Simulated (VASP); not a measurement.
# Ir (P6_3/mmc) in VASP: a series of runs

The runs below take Ir through single point, with HSE06.

All numbers are computed with VASP 6.6.1; they aren't measurements. Logs are shortened: lines on timing, memory, paths and dates and some standing lists are left out, and cuts for length are marked.

### 1 The cell of the first run

The structure is hexagonal, space group P6_3/mmc (No. 194). Conventional cell: a = 2.805 Å, b = 2.805 Å, c = 4.550 Å, α = 90.00°, β = 90.00°, γ = 120.00°. Ir (site symmetry -6m2) has 12 Ir at 2.79 to 2.81 Å within 3.7 Å.

This isn't the form of Ir at room conditions, which is fcc.

### 2 Single point, HSE06

Contents of POSCAR:

```
Ir
1.0
    2.8053401807      0.0000000000      0.0000000000
   -1.4026700903      2.4294958627      0.0000000000
    0.0000000000      0.0000000000      4.5498081014
Ir
2
Direct
    0.3333333333      0.6666666667      0.2500000000
    0.6666666667      0.3333333333      0.7500000000
```

Contents of INCAR.step1:

```
SYSTEM = Ir
ALGO     = Normal         ! electronic algorithm
EDIFF    = 1E-5           ! SCF threshold, eV
ENCUT    = 520            ! plane-wave cutoff, eV
GGA      = PE             ! functional
ISIF     = 2              ! what is computed and relaxed
ISMEAR   = -1             ! smearing method
LASPH    = .TRUE.         ! aspherical terms in the spheres
LCHARG   = .FALSE.        ! write CHGCAR
LREAL    = .FALSE.        ! projectors in reciprocal space
LWAVE    = .TRUE.         ! write WAVECAR
NBANDS   = 16             ! bands
NELM     = 100            ! most SCF steps
PREC     = Accurate       ! precision mode
SIGMA    = 0.05           ! smearing width, eV
```

Contents of INCAR.step2:

```
SYSTEM = Ir
ALGO     = Normal         ! electronic algorithm
EDIFF    = 1E-6           ! SCF threshold, eV
ENCUT    = 520            ! plane-wave cutoff, eV
GGA      = PE             ! functional
HFSCREEN = 0.2079         ! screening, 1/A
ISIF     = 2              ! what is computed and relaxed
ISMEAR   = -1             ! smearing method
ISTART   = 1            
LASPH    = .TRUE.         ! aspherical terms in the spheres
LCHARG   = .FALSE.        ! write CHGCAR
LHFCALC  = .TRUE.         ! exact exchange
LREAL    = .FALSE.        ! projectors in reciprocal space
LWAVE    = .FALSE.        ! write WAVECAR
NBANDS   = 16             ! bands
NELM     = 100            ! most SCF steps
PREC     = Accurate       ! precision mode
PRECFOCK = Normal       
SIGMA    = 0.05           ! smearing width, eV
```

Contents of KPOINTS:

```
k-points
0
G
  6 6 4
  0 0 0
```

Potentials or basis: VASP PAW PBE potentials, release 64 (Ir).

Started as:

```
$ cat potpaw_PBE.64/Ir/POTCAR > POTCAR
$ cp INCAR.step1 INCAR
$ mpirun -np 1 vasp_std > vasp.out
$ cp INCAR.step2 INCAR
$ mpirun -np 1 vasp_std > vasp.out
```

OUTCAR:

```text
SYSTEM = Ir
   EDIFF = 1E-6
   ENCUT = 520
   GGA = PE
   HFSCREEN = 0.2079
   ISIF = 2
   ISMEAR = -1
   ISTART = 1
   LASPH = .TRUE.
   LHFCALC = .TRUE.
   LREAL = .FALSE.
   NELM = 100
   PREC = Accurate
   PRECFOCK = Normal

 ion  position               nearest neighbor table
   1  0.333  0.667  0.250-   2 2.79   2 2.79   2 2.79   2 2.79   2 2.79   2 2.79
   2  0.667  0.333  0.750-   1 2.79   1 2.79   1 2.79   1 2.79   1 2.79   1 2.79

  LATTYP: Found a hexagonal cell.
 ALAT       =     2.8053401807
 C/A-ratio  =     1.6218382828

  Lattice vectors:

 A1 = (   2.8053401807,   0.0000000000,   0.0000000000)
 A2 = (  -1.4026700903,   2.4294958627,   0.0000000000)
 A3 = (   0.0000000000,   0.0000000000,   4.5498081014)

Analysis of symmetry for initial positions (statically):
=====================================================================
 Subroutine PRICEL returns:
 Original cell was already a primitive cell.

 Routine SETGRP: Setting up the symmetry group for a
 hexagonal supercell.

 Subroutine GETGRP returns: Found 24 space group operations
 (whereof 12 operations were pure point group operations)
 out of a pool of 24 trial point group operations.

The static configuration has the point symmetry D_3d.
 The point group associated with its full space group is D_6h.

Analysis of symmetry for dynamics (positions and initial velocities):
=====================================================================
 Subroutine PRICEL returns:
 Original cell was already a primitive cell.

 Routine SETGRP: Setting up the symmetry group for a
 hexagonal supercell.

 Subroutine GETGRP returns: Found 24 space group operations
 (whereof 12 operations were pure point group operations)
 out of a pool of 24 trial point group operations.

The dynamic configuration has the point symmetry D_3d.
 The point group associated with its full space group is D_6h.

 Subroutine INISYM returns: Found 24 space group operations
 (whereof 12 operations are pure point group operations),
 and found     1 'primitive' translations

----------------------------------------------------------------------------------------

                                     Primitive cell

  volume of cell :      31.0095

  direct lattice vectors                    reciprocal lattice vectors
     2.805340181  0.000000000  0.000000000     0.356463008  0.205804014  0.000000000
    -1.402670090  2.429495863  0.000000000     0.000000000  0.411608028  0.000000000
     0.000000000  0.000000000  4.549808101     0.000000000  0.000000000  0.219789490

  length of vectors
     2.805340181  2.805340181  4.549808101     0.411608028  0.411608028  0.219789490

  position of ions in fractional coordinates (direct lattice)
     0.333333333  0.666666667  0.250000000
     0.666666667  0.333333333  0.750000000

  ion indices of the primitive-cell ions
   primitive index   ion index
                 1           1
                 2           2

----------------------------------------------------------------------------------------

 KPOINTS: k-points

Automatic generation of k-mesh.
 Grid dimensions read from file:
 generate k-points for:    6    6    4

 Generating k-lattice:

  Cartesian coordinates                     Fractional coordinates (reciprocal lattice)
     0.059410501  0.034300669  0.000000000     0.166666667  0.000000000  0.000000000
     0.000000000  0.068601338  0.000000000     0.000000000  0.166666667  0.000000000
     0.000000000  0.000000000  0.054947372     0.000000000  0.000000000  0.250000000

  Length of vectors
     0.068601338  0.068601338  0.054947372

  Shift w.r.t. Gamma in fractional coordinates (k-lattice)
     0.000000000  0.000000000  0.000000000

 Subroutine IBZKPT returns following result:
 ===========================================

 Found     21 irreducible k-points:

 Following reciprocal coordinates:
            Coordinates               Weight
  0.000000  0.000000  0.000000      1.000000
  0.166667 -0.000000  0.000000      6.000000
  0.333333 -0.000000  0.000000      6.000000
  0.500000 -0.000000  0.000000      3.000000
  0.166667  0.166667  0.000000      6.000000
  0.333333  0.166667  0.000000     12.000000
[... 13 lines left out ...]
  0.333333  0.166667  0.500000     12.000000
  0.333333  0.333333  0.500000      2.000000
   k-points           NKPTS =     21   k-points in BZ     NKDIM =    144   number of bands    NBANDS=     16
   number of dos      NEDOS =    301   number of ions     NIONS =      2
   total plane-waves  NPLWV =  20736
   dimension x,y,z NGX =    24 NGY =   24 NGZ =   36
   dimension x,y,z NGXF=    48 NGYF=   48 NGZF=   72
   ions per type =               2
   NGX,Y,Z   is equivalent  to a cutoff of  14.22, 14.22, 13.15 a.u.
   NGXF,Y,Z  is equivalent  to a cutoff of  28.45, 28.45, 26.31 a.u.
 SYSTEM =  Ir
   PREC   = accura    normal or accurate (medium, high low for compatibility)
   ISTART =      1    job   : 0-new  1-cont  2-samecut
   ICHARG =      0    charge: 1-file 2-atom 10-const
   ISPIN  =      1    spin polarized calculation?
   LNONCOLLINEAR =      F non collinear calculations
   LSORBIT =      F    spin-orbit coupling
   LASPH  =      T    aspherical Exc in radial PAW
   ENCUT  =  520.0 eV  38.22 Ry    6.18 a.u.   5.22  5.22  8.46*2*pi/ulx,y,z
   NELM   =    100;   NELMIN=  2; NELMDL=  0     # of ELM steps
   EDIFF  = 0.1E-05   stopping-criterion for ELM
   LREAL  =      F    real-space projection
   EDIFFG = 0.1E-04   stopping-criterion for IOM
   NSW    =      0    number of steps for IOM
   IBRION =     -1    ionic relax: 0-MD 1-quasi-New 2-CG
   NFREE  =      0    steps in history (QN), initial steepest desc. (CG)
   ISIF   =      2    stress and relaxation
   ISYM   =      3    0-nonsym 1-usesym 2-fastsym
   POTIM  = 0.5000    time-step for ionic-motion
   TEBEG  =    0.0;   TEEND  =   0.0 temperature during run
   PSTRESS=    0.0 pullay stress
   NELECT =      18.0000    total number of electrons
   NUPDOWN=      -1.0000    fix difference up-down
   EMIN   =  10.00;   EMAX   =-10.00  energy-range for DOS
   EFERMI =   0.00;   METHOD = LEGACY
   ISMEAR =    -1;   SIGMA  =   0.05  broadening in eV -4-tet -1-fermi 0-gaus
   EFERMI_NEDOS =   21; number of points for ismear=-14 and -15
   IALGO  =     38    algorithm
   IMIX   =      1    mixing-type and parameters
     AMIX     =   0.40;   BMIX     =  1.00
     AMIX_MAG =   1.60;   BMIX_MAG =  1.00
  volume/ion in A,a.u.               =      15.50       104.63
  Fermi-wavevector in a.u.,A,eV,Ry     =   1.365633  2.580673 25.374241  1.864954
  Thomas-Fermi vector in A             =   2.491844
   LORBIT       =      0    0 simple, 1 ext, 2 COOP (PROOUT), +10 PAW based schemes
   GGA     = PE    functional components
   LHFCALC =     T    Hartree Fock is set to
   PRECFOCK=normal    Normal, Fast or Accurate (Low or Medium for compatibility)
   ENCUT4O =  -1.0   cutoff for four orbital integrals eV
   NKREDX  =     1    reduce k-point grid by
   NKREDY  =     1    reduce k-point grid by
   NKREDZ  =     1    reduce k-point grid by
   AEXX    =    0.2500 exact exchange contribution
   HFSCREEN=    0.2079 screening length (either q_TF or 0.3 A-1)
   HFSCREENC=   0.2079 screening length for correlation (either q_TF or 0.3 A-1)
   ENCUTFOCK=  -1.0 apply spherical cutoff to Coloumb kernel
   IVDW    =     0    specifies the selected vdW correction
   LEPSILON=     F    determine dielectric tensor
   LRPA    =     F    only Hartree local field effects (RPA)
 non-spin polarized calculation
  energy-cutoff  :      520.00
  volume of cell :       31.01
 maximum number of plane-waves:       848
 NGX is ok and might be reduce to    24
  NGX = 16; NGY = 16; NGZ = 28

 number of electron      18.0000003 magnetization

 Free energy of the ion-electron system (eV)
  ---------------------------------------------------
  ext. energy  EPLUGINS =         0.00000000
  ---------------------------------------------------
  free energy    TOTEN  =       -19.83755566 eV

  energy without entropy =      -19.82466492  energy(sigma->0) =      -19.83111029

 E-fermi :   8.3499     XC(G=0): -10.9493

 val. band max:        8.2983229277   @ k =   0.5000  -0.0000   0.2500
 cond. band min:       8.5334587879   @ k =   0.3333   0.3333   0.0000
 fundamental gap:      0.2351358602
 Fermi energy:         8.3498569611

 k-point     1 :       0.0000    0.0000    0.0000
  band No.  band energies     occupation
      1      -2.6736      2.00000
      2       0.4439      2.00000
      3       4.4606      2.00000
      4       4.6210      2.00000
      5       4.6210      2.00000
      6       5.2415      2.00000
[... 8 lines left out ...]
     15      26.2451      0.00000
     16      27.1906      0.00000

 k-point     2 :       0.1667   -0.0000    0.0000
  band No.  band energies     occupation
      1      -1.6236      2.00000
      2       1.2679      2.00000
      3       3.6936      2.00000
      4       4.6031      2.00000
      5       4.7437      2.00000
      6       5.4701      2.00000
[... 8 lines left out ...]
     15      27.0181      0.00000
     16      27.0842      0.00000

 k-point     3 :       0.3333   -0.0000    0.0000
  band No.  band energies     occupation
      1       0.4749      2.00000
      2       1.4907      2.00000
      3       2.4651      2.00000
      4       4.0730      2.00000
      5       4.6569      2.00000
      6       4.8479      2.00000
[... 8 lines left out ...]
     15      22.9822      0.00000
     16      24.3764      0.00000

 k-point     4 :       0.5000   -0.0000    0.0000
  band No.  band energies     occupation
      1       1.0390      2.00000
      2       1.1442      2.00000
      3       1.6990      2.00000
      4       4.3154      2.00000
      5       4.9401      2.00000
      6       5.1926      2.00000
[... 8 lines left out ...]
     15      20.1736      0.00000
     16      20.7205      0.00000
[... 267 lines left out ...]
 k-point    19 :       0.1667    0.1667    0.5000
  band No.  band energies     occupation
      1       1.4453      2.00000
      2       1.4453      2.00000
      3       3.2522      2.00000
      4       3.2522      2.00000
      5       4.0371      2.00000
      6       4.0371      2.00000
[... 8 lines left out ...]
     15      24.6858      0.00000
     16      24.6858      0.00000

 k-point    20 :       0.3333    0.1667    0.5000
  band No.  band energies     occupation
      1       1.4539      2.00000
      2       1.4539      2.00000
      3       3.0860      2.00000
      4       3.0860      2.00000
      5       4.9986      2.00000
      6       4.9986      2.00000
[... 8 lines left out ...]
     15      22.4792      0.00000
     16      22.4792      0.00000

 k-point    21 :       0.3333    0.3333    0.5000
  band No.  band energies     occupation
      1       2.2470      2.00000
      2       2.2470      2.00000
      3       3.1694      2.00000
      4       3.1694      2.00000
      5       4.4185      2.00000
      6       4.4185      2.00000
[... 8 lines left out ...]
     15      18.6608      0.00000
     16      18.6608      0.00000

------------------------ aborting loop because EDIFF is reached ----------------------------------------

  FORCE on cell =-STRESS in cart. coord.  units (eV):
  Direction    XX          YY          ZZ          XY          YZ          ZX
  --------------------------------------------------------------------------------------
  -------------------------------------------------------------------------------------
  Total       -5.1221358     -5.1221358     -6.6219920     -0.0000000      0.0000000      0.0000000
  in kB     -264.6469515   -264.6469514   -342.1404801     -0.0000000      0.0000000      0.0000000
  external PRESSURE =    -290.4781277 kB  Pullay stress =       0.0000000 kB

 VOLUME and BASIS-vectors are now :
 -----------------------------------------------------------------------------
  energy-cutoff  :      520.00
  volume of cell :       31.01
      direct lattice vectors                 reciprocal lattice vectors
     2.805340181  0.000000000  0.000000000     0.356463008  0.205804014  0.000000000
    -1.402670090  2.429495863  0.000000000     0.000000000  0.411608028  0.000000000
     0.000000000  0.000000000  4.549808101     0.000000000  0.000000000  0.219789490

 POSITION                                       TOTAL-FORCE (eV/Angst)
 -----------------------------------------------------------------------------------
     -0.00000      1.61966      1.13745        -0.000000     -0.000000     -0.000000
      1.40267      0.80983      3.41236         0.000000      0.000000      0.000000
 -----------------------------------------------------------------------------------
    total drift:                               -0.000000     -0.000000     -0.000000

  FREE ENERGIE OF THE ION-ELECTRON SYSTEM (eV)
  ---------------------------------------------------
  free  energy   TOTEN  =       -19.8375556633 eV

  energy  without entropy=      -19.8246649217  energy(sigma->0) =      -19.83111029
```

Wall time 29 min (1 thread of Intel Xeon Platinum 8375C at 2.90GHz (Ice Lake), shared host); peak memory 0.26 GiB.

Results:

| Item | Value |
| --- | --- |
| Free energy | -19.8376 eV |
| Pressure | -29.0 GPa |
| Band gap on the k mesh | zero (bands 9 and 10 overlap by 3.45 eV) |

Caveat: the k points lie up to 0.43 Å⁻¹ apart, too coarse for converged energies and pressures of a metal; the PAW data sets were made with another functional, which shifts forces and pressure a little; spin-orbit coupling is left out, which moves the levels of the heavy elements.

### 3 Single point, HSE06, non-collinear spin, zero start, spin-orbit coupling

This run uses another cell than the first one, of 14.63 Å³/atom.

Contents of POSCAR:

```
Ir
1.0
    2.7513778946      0.0000000000      0.0000000000
   -1.3756889473      2.3827631521      0.0000000000
    0.0000000000      0.0000000000      4.4622900000
Ir
2
Direct
    0.3333333333      0.6666666667      0.2500000000
    0.6666666667      0.3333333333      0.7500000000
```

Contents of INCAR.step1:

```
PREC     = Accurate       # precision mode
ENCUT    = 520            # plane-wave cutoff, eV
EDIFF    = 1E-5           # SCF threshold, eV
ISMEAR   = -1             # smearing method
SIGMA    = 0.05           # smearing width, eV
LREAL    = False          # projectors in reciprocal space
LASPH    = True           # aspherical terms in the spheres
NELM     = 150            # most SCF steps
ALGO     = Normal         # electronic algorithm
ISIF     = 2              # what is computed and relaxed
LWAVE    = True           # write WAVECAR
MAGMOM   = 0 0 0 0 0 0    # initial moments
LORBIT   = 11             # projections on sites
LSORBIT  = True           # spin-orbit coupling
GGA_COMPAT= False        
LORBMOM  = True         
LMAXMIX  = 4              # l up to which the mixer works
GGA      = PE             # functional
NBANDS   = 30             # bands
```

Contents of INCAR.step2:

```
PREC     = Accurate       # precision mode
ENCUT    = 520            # plane-wave cutoff, eV
EDIFF    = 1E-7           # SCF threshold, eV
ISMEAR   = -1             # smearing method
SIGMA    = 0.05           # smearing width, eV
LREAL    = False          # projectors in reciprocal space
LASPH    = True           # aspherical terms in the spheres
NELM     = 150            # most SCF steps
ALGO     = Normal         # electronic algorithm
ISIF     = 2              # what is computed and relaxed
LWAVE    = False          # write WAVECAR
LCHARG   = True           # write CHGCAR
MAGMOM   = 0 0 0 0 0 0    # initial moments
LORBIT   = 11             # projections on sites
LSORBIT  = True           # spin-orbit coupling
GGA_COMPAT= False        
LORBMOM  = True         
LMAXMIX  = 4              # l up to which the mixer works
GGA      = PE             # functional
LHFCALC  = True           # exact exchange
HFSCREEN = 0.2079         # screening, 1/A
PRECFOCK = Normal       
LVHAR    = True         
ISTART   = 1            
NBANDS   = 30             # bands
```

Contents of KPOINTS:

```
Automatic mesh
0
Gamma
  5 5 3
```

Potentials or basis: VASP PAW PBE potentials, release 64 (Ir).

Started as:

```
$ cat potpaw_PBE.64/Ir/POTCAR > POTCAR
$ cp INCAR.step1 INCAR
$ mpirun -np 1 vasp_ncl > vasp.out
$ cp INCAR.step2 INCAR
$ mpirun -np 1 vasp_ncl > vasp.out
```

Run time: 1.5 h. Hardware: 1 thread of Oxide Virtual Turin-like, shared host; peak memory 0.29 GiB.

Results (log left out):

```
Free energy                                           : -20.8447 eV
Pressure                                              : -8.3 GPa
Net moment                                            : 0.00 μB per cell
Valence electrons inside the program's atomic spheres : Ir 8.30
```

Stress tensor (GPa, compression positive):
```
-10.18   0.00   0.00
  0.00 -10.18   0.00
  0.00   0.00  -4.52
```

Moments on the atoms (μB; x, y, z):
```
Ir  0.00 0.00 0.00
Ir  0.00 0.00 0.00
```

Caveat: the k points lie up to 0.53 Å⁻¹ apart; the PAW data sets were made with another functional, which shifts forces and pressure a little.

The gap in the log of VASP goes by the Fermi energy; the results here count the filled bands.